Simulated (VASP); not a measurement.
The system is Ni.

```
Ni
1.0
     0.00000    1.75850    1.75850
     1.75850    0.00000    1.75850
     1.75850    1.75850    0.00000
Ni
1
Direct
  0.00000 0.00000 0.00000
```

Base run:

| Property | Result |
| --- | --- |
| Program | VASP 6.6.1 |
| Functional | PBE |
| Potentials or basis | VASP PAW PBE potentials, release 64 (Ni) |
| Cutoff | 520 eV |
| k mesh | 12 × 12 × 12 |
| Occupations | fermi-dirac, width 0.1 eV |
| Spin | collinear spin, ferromagnetic start |
| Starting moments | [2.0] μB |

Its results: pressure 0.7 GPa; site moments Ni +0.64 μB.

Q: The run is repeated on the same cell with these changes: moments at the start from [2.0] to [0.48]; fixed moment from none to 0.48 μB. What comes out?

A: Pressure 0.1 GPa; site moments Ni +0.49 μB.

Caveats: the total moment is fixed, so each spin has its own Fermi level (some runs).
